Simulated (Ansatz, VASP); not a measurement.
## Cu: VASP beside Ansatz

```xyz
1
Lattice="0.0000 1.8146 1.8146 1.8146 0.0000 1.8146 1.8146 1.8146 0.0000" Properties=species:S:1:pos:R:3 pbc="T T T"
Cu    0.0000    0.0000    0.0000
```

Alike in both runs: task single point; functional PBE; k mesh 15 × 15 × 15; occupations fermi-dirac, width 0.03 eV; no spin polarisation.

```csv
,VASP,Ansatz
version,VASP 6.6.1,Ansatz 0.2.0
potentials or method,"VASP PAW PBE potentials, release 64 (Cu), cutoff 520 eV","plane waves (420 eV) with PAW, scalar-relativistic"
valence electrons in the cell,11,19
```

Ansatz gave:

* pressure (GPa): -0.2

Problem. Which values does VASP return?

Solution. Pressure (GPa): 0.4.

VASP's potentials hold 11 valence electrons a cell and Ansatz's 19, so a difference there can come from the potentials and not from the codes.
